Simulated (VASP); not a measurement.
# Ce in VASP: a series of runs

Aim: see how the results for Ce move with the level of theory and the settings. Levels: PBE, RPBE. Tasks: relaxation of cell and atoms, single point.

Everything below comes from runs of VASP 6.6.1. Logs are shortened: lines on timing, memory, paths and dates and some standing lists are left out, and cuts for length are marked.

## (1) The cell of the first run

It takes space group Fm-3m (No. 225, cubic). Conventional cell: a = 5.074 Å, b = 5.074 Å, c = 5.074 Å, α = 90.00°, β = 90.00°, γ = 90.00°. Ce (site symmetry m-3m) has 12 Ce at 3.59 Å within 4.7 Å.

## (2) Relaxation of cell and atoms, PBE, collinear spin, ferromagnetic start (32.65 Å³/atom)

POSCAR

```
Ce
1.0
    0.0000000000      2.5368525656      2.5368525656
    2.5368525656      0.0000000000      2.5368525656
    2.5368525656      2.5368525656      0.0000000000
Ce
1
Direct
    0.0000000000      0.0000000000      0.0000000000
```

INCAR.step1

```
SYSTEM = Ce
  GGA = PE
  ISPIN = 2
  MAGMOM = 1
  LORBIT = 11
  ISMEAR = 1
  SIGMA = 0.05
  LWAVE = .False.
  LCHARG = .False.
  NSW = 80
  PREC = Accurate
  LASPH = .True.
  LREAL = .False.
  ALGO = Normal
  EDIFF = 1E-7
  NELM = 200
  GGA_COMPAT = .False.
  IBRION = 2
  ISIF = 3
  EDIFFG = -0.002
  NELMIN = 4
  ENCUT = 720
  LMAXMIX = 6
  KPAR = 8
  POTIM = 0.5
```

INCAR.step4

```
SYSTEM = Ce
  GGA = PE
  ISPIN = 2
  MAGMOM = 1
  LORBIT = 11
  ISMEAR = 1
  SIGMA = 0.05
  LWAVE = .False.
  LCHARG = .False.
  PREC = Accurate
  LASPH = .True.
  LREAL = .False.
  ALGO = Normal
  EDIFF = 1E-7
  NELM = 200
  GGA_COMPAT = .False.
  ISIF = 2
  ENCUT = 720
  LMAXMIX = 6
  KPAR = 8
```

KPOINTS

```
Automatic mesh
0
Gamma
  12 12 12
  0 0 0
```

Potentials or basis: VASP PAW PBE potentials, release 64 (Ce).

Started as:

```sh
$ cat potpaw_PBE.64/Ce/POTCAR > POTCAR
$ cp INCAR.step1 INCAR
$ cp POSCAR.step1 POSCAR
$ mpirun -np 8 vasp_std > vasp.out
$ cp CONTCAR POSCAR
$ mpirun -np 8 vasp_std > vasp.out
$ cp CONTCAR POSCAR
$ mpirun -np 8 vasp_std > vasp.out
$ cp CONTCAR POSCAR
$ cp INCAR.step4 INCAR
$ mpirun -np 8 vasp_std > vasp.out
```

OUTCAR:

```text
SYSTEM = Ce
   GGA = PE
   ISPIN = 2
   LORBIT = 11
   ISMEAR = 1
   PREC = Accurate
   LASPH = .True.
   LREAL = .False.
   EDIFF = 1E-7
   NELM = 200
   ISIF = 2
   ENCUT = 720

 ion  position               nearest neighbor table
   1  0.000  0.000  0.000-

  LATTYP: Found a face centered cubic cell.
 ALAT       =     4.7167814590

  Lattice vectors:

 A1 = (   0.0000000000,   2.3583907295,   2.3583907295)
 A2 = (   2.3583907295,   0.0000000000,   2.3583907295)
 A3 = (   2.3583907295,   2.3583907295,   0.0000000000)

Analysis of symmetry for initial positions (statically):
=====================================================================
 Subroutine PRICEL returns:
 Original cell was already a primitive cell.

 Routine SETGRP: Setting up the symmetry group for a
 face centered cubic supercell.

 Subroutine GETGRP returns: Found 48 space group operations
 (whereof 48 operations were pure point group operations)
 out of a pool of 48 trial point group operations.

The static configuration has the point symmetry O_h .

Analysis of symmetry for dynamics (positions and initial velocities):
=====================================================================
 Subroutine PRICEL returns:
 Original cell was already a primitive cell.

 Routine SETGRP: Setting up the symmetry group for a
 face centered cubic supercell.

 Subroutine GETGRP returns: Found 48 space group operations
 (whereof 48 operations were pure point group operations)
 out of a pool of 48 trial point group operations.

The dynamic configuration has the point symmetry O_h .

Analysis of structural, dynamic, and magnetic symmetry:
=====================================================================
 Subroutine PRICEL returns:
 Original cell was already a primitive cell.

 Routine SETGRP: Setting up the symmetry group for a
 face centered cubic supercell.

 Subroutine GETGRP returns: Found 48 space group operations
 (whereof 48 operations were pure point group operations)
 out of a pool of 48 trial point group operations.

The overall configuration has the point symmetry O_h .

 Subroutine INISYM returns: Found 48 space group operations
 (whereof 48 operations are pure point group operations),
 and found     1 'primitive' translations

----------------------------------------------------------------------------------------

                                     Primitive cell

  volume of cell :      26.2348

  direct lattice vectors                    reciprocal lattice vectors
     0.000000000  2.358390729  2.358390729    -0.212008974  0.212008974  0.212008974
     2.358390729  0.000000000  2.358390729     0.212008974 -0.212008974  0.212008974
     2.358390729  2.358390729  0.000000000     0.212008974  0.212008974 -0.212008974

  length of vectors
[... 122 lines left out ...]
 NGX is ok and might be reduce to    30
   NGX = 15   NGY = 15   NGZ = 15

 number of electron      12.0000000 magnetization       0.0001322

 number of electron      12.0000000 magnetization      -0.0000161

 Free energy of the ion-electron system (eV)
  ---------------------------------------------------
  ext. energy  EPLUGINS =         0.00000000
  ---------------------------------------------------
  free energy    TOTEN  =        -5.93212884 eV

  energy without entropy =       -5.93288587  energy(sigma->0) =       -5.93238118

 E-fermi :   9.5792     XC(G=0): -11.3328

 val. band max:        9.5746513843   @ k =  -0.2500   0.3333   0.0833
 cond. band min:       9.5794625631   @ k =  -0.2500   0.4167   0.1667
 fundamental gap:      0.0048111787
 Fermi energy:         9.5791579381

 spin component 1

 k-point     1 :       0.0000    0.0000    0.0000
  band No.  band energies     occupation
      1     -25.2547      1.00000
      2      -6.3813      1.00000
      3      -6.3813      1.00000
      4      -6.3813      1.00000
      5       6.6620      1.00000
      6       9.3025      1.00000
      7       9.9112     -0.00000
      8       9.9112     -0.00000
      9       9.9112     -0.00000
     10      10.6862      0.00000
     11      10.6862      0.00000
[... 310 lines left out ...]
  band No.  band energies     occupation
      1     -24.6574      1.00000
      2      -9.0603      1.00000
      3      -7.3548      1.00000
      4      -6.8652      1.00000
      5       8.2658      1.00000
      6       9.0139      1.00000
      7       9.9491     -0.00000
      8      10.0054     -0.00000
      9      10.2600     -0.00000
     10      10.2633     -0.00000
     11      10.5147     -0.00000

 [... further k-points ...]

 spin component 2

 k-point     1 :       0.0000    0.0000    0.0000
  band No.  band energies     occupation
      1     -25.2547      1.00000
      2      -6.3813      1.00000
      3      -6.3813      1.00000
      4      -6.3813      1.00000
      5       6.6621      1.00000
      6       9.3025      1.00000
      7       9.9112     -0.00000
      8       9.9112     -0.00000
      9       9.9112     -0.00000
     10      10.6862      0.00000
     11      10.6862      0.00000
[... 310 lines left out ...]
  band No.  band energies     occupation
      1     -24.6575      1.00000
      2      -9.0603      1.00000
      3      -7.3549      1.00000
      4      -6.8652      1.00000
      5       8.2658      1.00000
      6       9.0139      1.00000
      7       9.9491     -0.00000
      8      10.0054     -0.00000
      9      10.2600     -0.00000
     10      10.2633     -0.00000
     11      10.5051     -0.00000

 [... further k-points ...]
[... 5 lines left out ...]
  --------------------------------------------------------------------------------------
  -------------------------------------------------------------------------------------
  Total        0.0006610      0.0006610      0.0006610     -0.0000000      0.0000000     -0.0000000
  in kB        0.0403680      0.0403680      0.0403680     -0.0000000      0.0000000     -0.0000000
  external PRESSURE =       0.0403680 kB  Pullay stress =       0.0000000 kB

 VOLUME and BASIS-vectors are now :
 -----------------------------------------------------------------------------
  energy-cutoff  :      720.00
  volume of cell :       26.23
      direct lattice vectors                 reciprocal lattice vectors
     0.000000000  2.358390729  2.358390729    -0.212008974  0.212008974  0.212008974
     2.358390729  0.000000000  2.358390729     0.212008974 -0.212008974  0.212008974
     2.358390729  2.358390729  0.000000000     0.212008974  0.212008974 -0.212008974

 POSITION                                       TOTAL-FORCE (eV/Angst)
 -----------------------------------------------------------------------------------
      0.00000      0.00000      0.00000         0.000000      0.000000     -0.000000
 -----------------------------------------------------------------------------------
    total drift:                               -0.000000     -0.000000     -0.000000

  FREE ENERGIE OF THE ION-ELECTRON SYSTEM (eV)
  ---------------------------------------------------
  free  energy   TOTEN  =        -5.9321288388 eV

  energy  without entropy=       -5.9328858739  energy(sigma->0) =       -5.93238118

 total charge

# of ion       s       p       d       f       tot
--------------------------------------------------
    1        2.090   5.561   1.259   1.031   9.940

 magnetization (x)

# of ion       s       p       d       f       tot
--------------------------------------------------
    1       -0.000  -0.000   0.000  -0.000  -0.000
```

Wall time 94 s (8 MPI ranks of AMD EPYC 9R45 (Zen 5), shared host); peak memory 0.29 GiB.

What came out:

```yaml
Free_energy: -5.9321 eV
Relaxed_volume: 26.23 Å³/atom
Relaxed_cell: a = 3.335 Å, b = 3.335 Å, c = 3.335 Å, α = 60.00°, β = 60.00°, γ = 60.00°
Space_group_after_relaxing_to_0.1_Å: Fm-3m (No. 225)
Energy_gained_by_relaxing: 128.5 meV/atom
Ionic_steps: 6
Pressure_after_relaxing: 0.0 GPa
Band_gap_on_the_k_mesh: zero (filled and empty bands overlap)
Net_moment: 0.00 μB per cell
Valence_electrons_inside_the_program's_atomic_spheres: Ce 9.94
```

Step by step:
```tsv
step	energy change (eV)	largest force (eV/Å)	pressure (GPa)	volume (Å³)
1	0.0000	0.0000	-5.05	32.65
2	-0.1154	0.0000	-2.36	28.03
3	-0.1286	0.0000	-0.12	26.35
4	-0.1287	0.0000	0.01	26.23
5	-0.1285	0.0000	0.00	26.23
6	-0.1285	0.0000	0.00	26.23
```

Final structure:
```
CELL_PARAMETERS angstrom
0.00000 2.35839 2.35839
2.35839 0.00000 2.35839
2.35839 2.35839 0.00000
ATOMIC_POSITIONS crystal
Ce 0.00000 0.00000 0.00000
```

Caveat: the magnetic or orbital state may not be the lowest; the volume moved by over 15 % at a fixed basis, so the end points are rough; spin-orbit coupling is left out, which moves the levels of the heavy elements; semilocal functionals describe open f shells poorly, which spoils levels, moments and volumes. The state reached can hang on the start; a lower one may exist.

## (3) Single point, RPBE, collinear spin, ferromagnetic start (cell strained by +1.5% along z)

INCAR

```
SYSTEM = Ce
GGA = RP ; ISPIN = 2
MAGMOM = 1 ; LORBIT = 11
ISMEAR = 1 ; SIGMA = 0.05
LWAVE = .False. ; LCHARG = .False.
ISIF = 2 ; PREC = Accurate
LASPH = .True. ; LREAL = .False.
ALGO = Normal ; EDIFF = 1E-8
NELM = 200 ; GGA_COMPAT = .False.
ENCUT = 720 ; LMAXMIX = 6
KPAR = 4 ; NBANDS = 26
```

KPOINTS

```
Automatic mesh
0
Gamma
  17 17 17
  0 0 0
```

POSCAR

```
Ce
1.0
    0.0000000000      2.5806000000      2.6193090000
    2.5806000000      0.0000000000      2.6193090000
    2.5806000000      2.5806000000      0.0000000000
Ce
1
Direct
    0.0000000000      0.0000000000      0.0000000000
```

Potentials or basis: VASP PAW PBE potentials, release 64 (Ce).

Started as:

```sh
$ cat potpaw_PBE.64/Ce/POTCAR > POTCAR
$ mpirun -np 4 vasp_std > vasp.out
```

Wall time 10 min (4 MPI ranks of Intel Xeon Platinum 8375C at 2.90GHz (Ice Lake), shared host); peak memory 0.88 GiB.

The run converged. Its results:

```
Free energy                                           : -5.3501 eV
Pressure                                              : -3.1 GPa
Net moment                                            : 1.06 μB per cell
Site moments                                          : Ce +0.85 μB
Valence electrons inside the program's atomic spheres : Ce 9.67
```

Stress tensor (GPa, compression positive):
```
-3.02  0.00  0.00
 0.00 -3.02  0.00
 0.00  0.00 -3.34
```

Levels at points of the mesh, in eV from the Fermi level:
Spin up:
```tsv
k point	band 3	band 4	band 5	band 6	band 7	band 8	band 9	band 10	band 11	band 12
(0.00, 0.00, 0.00)	-16.94	-16.94	-3.48	-0.35	0.05	0.08	0.08	0.68	0.69	0.69
```
Spin down:
```
           k point  band 1  band 2  band 3  band 4  band 5  band 6  band 7  band 8  band 9  band 10
(0.00, 0.00, 0.00)  -34.49  -16.59  -16.59  -16.59   -3.12    0.41    0.67    0.69    0.69     1.03
```

Caveat: the cell differs from its parent crystal (cell strained by +1.5% along z); the magnetic or orbital state may not be the lowest; the cell stands under tension; the PAW data sets were made with another functional, which shifts forces and pressure a little; spin-orbit coupling is left out, which moves the levels of the heavy elements; semilocal functionals describe open f shells poorly, which spoils levels, moments and volumes.

## (4) Single point, PBE

This run uses another cell than the first one, of 34.37 Å³/atom.

INCAR

```
PREC = Accurate
ENCUT = 520
EDIFF = 1E-6
ISMEAR = -1
SIGMA = 0.05
LREAL = F
LASPH = T
NELM = 60
ALGO = Normal
ISIF = 2
LWAVE = F
LCHARG = F
GGA = PE
NBANDS = 12
```

KPOINTS

```
Automatic mesh
0
Gamma
  9 9 9
```

POSCAR

```
Ce
1.0
    0.0000000000      2.5806000000      2.5806000000
    2.5806000000      0.0000000000      2.5806000000
    2.5806000000      2.5806000000      0.0000000000
Ce
1
Direct
    0.0000000000      0.0000000000      0.0000000000
```

Potentials or basis: VASP PAW PBE potentials, release 64 (Ce).

Started as:

```sh
$ cat potpaw_PBE.64/Ce/POTCAR > POTCAR
$ mpirun -np 1 vasp_std > vasp.out
```

OUTCAR:

```text
PREC = Accurate
   ENCUT = 520
   EDIFF = 1E-6
   ISMEAR = -1
   LREAL = F
   LASPH = T
   NELM = 60
   ISIF = 2
   GGA = PE

 ion  position               nearest neighbor table
   1  0.000  0.000  0.000-

  LATTYP: Found a face centered cubic cell.
 ALAT       =     5.1612000000

  Lattice vectors:

 A1 = (   0.0000000000,   2.5806000000,   2.5806000000)
 A2 = (   2.5806000000,   0.0000000000,   2.5806000000)
 A3 = (   2.5806000000,   2.5806000000,   0.0000000000)

Analysis of symmetry for initial positions (statically):
[... 527 lines left out ...]
      4     -10.3751      2.00000
      5       4.9249      2.00000
      6       5.5181      2.00000
      7       7.2112      0.00049
      8       7.2251      0.00037
      9       7.2334      0.00031
     10       7.2334      0.00031
     11       7.3662      0.00002
     12       7.3662      0.00002

 [... further k-points ...]
[... 5 lines left out ...]
  --------------------------------------------------------------------------------------
  -------------------------------------------------------------------------------------
  Total       -1.3166924     -1.3166924     -1.3166924      0.0000000      0.0000000      0.0000000
  in kB      -61.3766025    -61.3766025    -61.3766025      0.0000000      0.0000000      0.0000000
  external PRESSURE =     -61.3766025 kB  Pullay stress =       0.0000000 kB

 VOLUME and BASIS-vectors are now :
 -----------------------------------------------------------------------------
  energy-cutoff  :      520.00
  volume of cell :       34.37
      direct lattice vectors                 reciprocal lattice vectors
     0.000000000  2.580600000  2.580600000    -0.193753391  0.193753391  0.193753391
     2.580600000  0.000000000  2.580600000     0.193753391 -0.193753391  0.193753391
     2.580600000  2.580600000  0.000000000     0.193753391  0.193753391 -0.193753391

 POSITION                                       TOTAL-FORCE (eV/Angst)
 -----------------------------------------------------------------------------------
      0.00000      0.00000      0.00000         0.000000      0.000000      0.000000
 -----------------------------------------------------------------------------------
    total drift:                                0.000000     -0.000000     -0.000000

  FREE ENERGIE OF THE ION-ELECTRON SYSTEM (eV)
  ---------------------------------------------------
  free  energy   TOTEN  =        -5.7577875925 eV

  energy  without entropy=       -5.7184105523  energy(sigma->0) =       -5.73809907
```

OSZICAR:

```text
N       E                     dE             d eps       ncg     rms          rms(c)
DAV:   1     0.104952663562E+03    0.10495E+03   -0.50180E+03   840   0.122E+03
DAV:   2     0.124823425254E+01   -0.10370E+03   -0.98456E+02  1160   0.176E+02
DAV:   3    -0.567952081909E+01   -0.69278E+01   -0.67483E+01   912   0.707E+01
DAV:   4    -0.610166624223E+01   -0.42215E+00   -0.41752E+00  1612   0.137E+01
DAV:   5    -0.610709754689E+01   -0.54313E-02   -0.54289E-02  1416   0.194E+00    0.562E+00
DAV:   6    -0.711098722832E+01   -0.10039E+01   -0.20382E+01  1408   0.192E+01    0.123E+01
DAV:   7    -0.584488307676E+01    0.12661E+01   -0.99091E+00  1488   0.195E+01    0.305E+00
DAV:   8    -0.575780286755E+01    0.87080E-01   -0.56657E-01  1500   0.418E+00    0.645E-01
DAV:   9    -0.575705712583E+01    0.74574E-03   -0.29959E-02  1616   0.907E-01    0.247E-01
DAV:  10    -0.575773425459E+01   -0.67713E-03   -0.11290E-03  1524   0.220E-01    0.684E-02
DAV:  11    -0.575787124748E+01   -0.13699E-03   -0.46942E-04  1604   0.122E-01    0.969E-02
DAV:  12    -0.575778822009E+01    0.83027E-04   -0.59042E-04  1536   0.142E-01    0.573E-03
DAV:  13    -0.575778759252E+01    0.62757E-06   -0.25181E-06  1156   0.121E-02
   1 F= -.57577876E+01 E0= -.57380991E+01  d E =-.393770E-01
```

It took 23 s on 1 thread of Intel Xeon Platinum 8259CL at 2.50GHz (Skylake/Cascade Lake), shared host; peak memory 0.17 GiB.

What came out:

* Free energy: -5.7578 eV
* Pressure: -6.1 GPa
* Band gap on the k mesh: zero (bands 6 and 7 overlap by 0.32 eV)

Caveat: the cell stands under tension; spin-orbit coupling is left out, which moves the levels of the heavy elements; semilocal functionals describe open f shells poorly, which spoils levels, moments and volumes. Spin polarisation is off, so any magnetic state and its effect on volume and gap are missing.

## (5) Overview

```tsv
task	level	spin	cell	k mesh	cutoff (eV)	smearing	tolerance level	purpose	passes	dipole correction	gap on the mesh (eV)	pressure (GPa)	moment (μB)
relaxation of cell and atoms	PBE	collinear, ferromagnetic start	relaxed from a = 3.588 Å, angles 60.0°, 1 atom	12 × 12 × 12	720	methfessel-paxton 0.05 eV	standard	cell	3	-	none	0.0	0.00
single point	RPBE	collinear, ferromagnetic start	a = 3.677, b = 3.677, c = 3.650 Å, angles 60.2, 60.2, 59.5°, 1 atom	17 × 17 × 17	720	methfessel-paxton 0.05 eV	tight	all	-	-	none	-3.1	1.06
single point	PBE	off	a = 3.650 Å, angles 60.0°, 1 atom	9 × 9 × 9	520	fermi-dirac 0.05 eV	-	-	-	no	none	-6.1	-
```

Alike in all rows: potentials or basis VASP PAW PBE potentials, release 64 (Ce).

Caveats: spin-orbit coupling is left out, which moves the levels of the heavy elements; semilocal functionals describe open f shells poorly, which spoils levels, moments and volumes; the magnetic or orbital state may not be the lowest (at least some runs); the cell stands under tension (at least some runs); the volume moved by over 15 % at a fixed basis, so the end points are rough (at least some runs); the PAW data sets were made with another functional, which shifts forces and pressure a little (at least some runs).

Total energies depend on the potentials used, so only differences within one code and one set of settings carry meaning.
